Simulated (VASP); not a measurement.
HfC:

```
Hf C
1.0
     3.40843    0.00000    0.00000
    -1.70421    2.95179    0.00000
     0.00000    0.00000    5.30475
Hf C
2 2
Direct
  0.33333 0.66667 0.25000
  0.66667 0.33333 0.75000
  0.00000 0.00000 0.50000
  0.00000 0.00000 0.00000
```

Base run:

```yaml
Program: VASP 6.6.1
Functional: r2SCAN
Potentials_or_basis: VASP PAW PBE potentials, release 64 (Hf_pv, C)
Cutoff: 520 eV
k_mesh: 9 × 9 × 5
Occupations: fermi-dirac, width 0.05 eV
Spin: no spin polarisation
```

Its results: band gap on the k mesh zero (band 14 reaches 7.18 eV, above the bottom of band 15 at 5.91 eV); pressure -15.9 GPa.

Problem. The run is repeated on the same cell with these changes: functional from r2SCAN to LDA; potentials or basis from VASP PAW PBE potentials, release 64 (Hf_pv, C) to VASP PAW LDA potentials, release 64 (Hf_pv, C). What comes out?

Solution. Band gap on the k mesh zero (band 14 reaches 6.79 eV, above the bottom of band 15 at 5.76 eV); pressure -23.3 GPa.

Caveats: spin-orbit coupling is left out, which moves the levels of the heavy elements; the PAW data sets were made with another functional, which shifts forces and pressure a little (some runs).
